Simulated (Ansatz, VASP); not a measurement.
# Two plane-wave programs on Ni

```
CELL_PARAMETERS angstrom
0.00000 1.76194 1.76194
1.76194 0.00000 1.76194
1.76194 1.76194 0.00000
ATOMIC_POSITIONS crystal
Ni 0.00000 0.00000 0.00000
```

Alike in both runs: task relaxation of cell and atoms; functional PBE; k mesh 15 × 15 × 15; occupations fermi-dirac, width 0.05 eV; collinear spin.

```csv
,VASP,Ansatz
version,VASP 6.6.1,Ansatz 0.2.0
potentials or method,"VASP PAW PBE potentials, release 64 (Ni), cutoff 600 eV","plane waves, PAW"
valence electrons in the cell,10,18
```

Ansatz gave:

* net moment per atom (μB): 0.66
* size of the moment on the site where the two differ most (μB): 0.70
* relaxed volume (Å³/atom): 10.90
* relaxed length of the cell vector where the two differ most in proportion (Å): 2.489

Problem. Estimate VASP's values.

Solution. net moment per atom (μB): 0.64; size of the moment on the site where the two differ most (μB): 0.66; relaxed volume (Å³/atom): 10.89; relaxed length of the cell vector where the two differ most in proportion (Å): 2.488.

Site moments also hang on the region over which each program counts them. VASP's potentials hold 10 valence electrons a cell and Ansatz's 18, so a difference there can come from the potentials and not from the codes.
